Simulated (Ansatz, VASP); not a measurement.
# One calculation of Ga, two programs

```
Ga
1.0
    -1.56356    1.56356    1.56356
     1.56356   -1.56356    1.56356
     1.56356    1.56356   -1.56356
Ga
1
Direct
  0.00000 0.00000 0.00000
```

Alike in both runs: task single point; functional PBEsol; k mesh 18 × 18 × 18; occupations gaussian, width 0.1 eV; no spin polarisation.

|  | VASP | Ansatz |
| --- | --- | --- |
| version | VASP 6.6.1 | Ansatz 0.2.0 |
| potentials or method | VASP PAW PBE potentials, release 64 (Ga_d), cutoff 520 eV | scalar-relativistic, plane waves, PAW |
| valence electrons in the cell | 13 | 13 |

VASP gave:

- gap on the k mesh at the Fermi level (eV): none
- pressure (GPa): 14.2

What did Ansatz give for the same quantities?

gap on the k mesh at the Fermi level (eV): none; pressure (GPa): 14.1.

VASP's potentials were made for PBE, not for PBEsol. A gap of «none» marks a metal or a gap that the smearing closes.
